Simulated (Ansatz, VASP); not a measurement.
Two plane-wave programs on Ti

```
CELL_PARAMETERS angstrom
-1.64100 1.64100 1.64100
1.64100 -1.64100 1.64100
1.64100 1.64100 -1.64100
ATOMIC_POSITIONS crystal
Ti 0.00000 0.00000 0.00000
```

Alike in both runs: task relaxation of cell and atoms; functional LDA; k mesh 11 × 11 × 11; occupations fermi-dirac, width 0.05 eV; no spin polarisation.

```csv
,VASP,Ansatz
version,VASP 6.6.1,Ansatz 0.2.0
potentials or method,"VASP PAW LDA potentials, release 64 (Ti_sv)",Ansatz PAW
plane-wave cutoff (eV),600,420
valence electrons in the cell,12,12
```

VASP gave:

| Quantity | Value |
| --- | --- |
| relaxed volume (Å³/atom) | 15.83 |
| relaxed cell length with the largest relative difference (Å) | 2.740 |

Problem. What did Ansatz give for the same quantities?

Solution. Relaxed volume (Å³/atom): 15.85; relaxed cell length with the largest relative difference (Å): 2.741.

LDA's correlation is that of Perdew and Zunger in VASP and of Perdew and Wang (1992) in Ansatz.

Noted on Ansatz's run: the plane-wave basis is chosen anew once the cell has moved, so the energies of steps on either side of that aren't comparable.
